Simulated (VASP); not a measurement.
Runs of VASP 6.6.1 on Pb. The structure is that of space group Fd-3m (No. 227), or close to it. The cells are those of the table. 

```tsv
task	cell	k mesh	cutoff (eV)	gap on the mesh (eV)	pressure (GPa)	relaxed volume (Å³/atom)
relaxation of cell and atoms	relaxed from a = 4.888 Å, angles 60.0°, 2 atoms	10 × 10 × 10	600	none	0.0	41.15
relaxation of cell and atoms	relaxed from a = 4.579 Å, angles 60.0°, 2 atoms	6 × 6 × 6	600	none	0.0	41.20
single point	a = 4.579 Å, angles 60.0°, 2 atoms	6 × 6 × 6	520	none	9.6	-
single point	a = 4.888 Å, angles 60.0°, 2 atoms	10 × 10 × 10	520	none	(a)	-
single point	a = 4.888 Å, angles 60.0°, 2 atoms	6 × 6 × 6	520	none	0.0	-
```

Alike in all rows: level PBEsol; potentials or basis VASP PAW PBE potentials, release 64 (Pb_d); no spin polarisation; smearing gaussian 0.1 eV.

Problem. Fill in the values left out.

Solution. (a) -0.2.

Caveats: the PAW data sets were made with another functional, which shifts forces and pressure a little; spin-orbit coupling is left out, which moves the levels of the heavy elements; the volume moved by over 15 % at a fixed basis, so the end points are rough (some runs).

A k mesh can miss the band edges, and the runs leave out spin-orbit coupling on Pb.

A gap of «none» marks levels without a gap at the run's occupations.
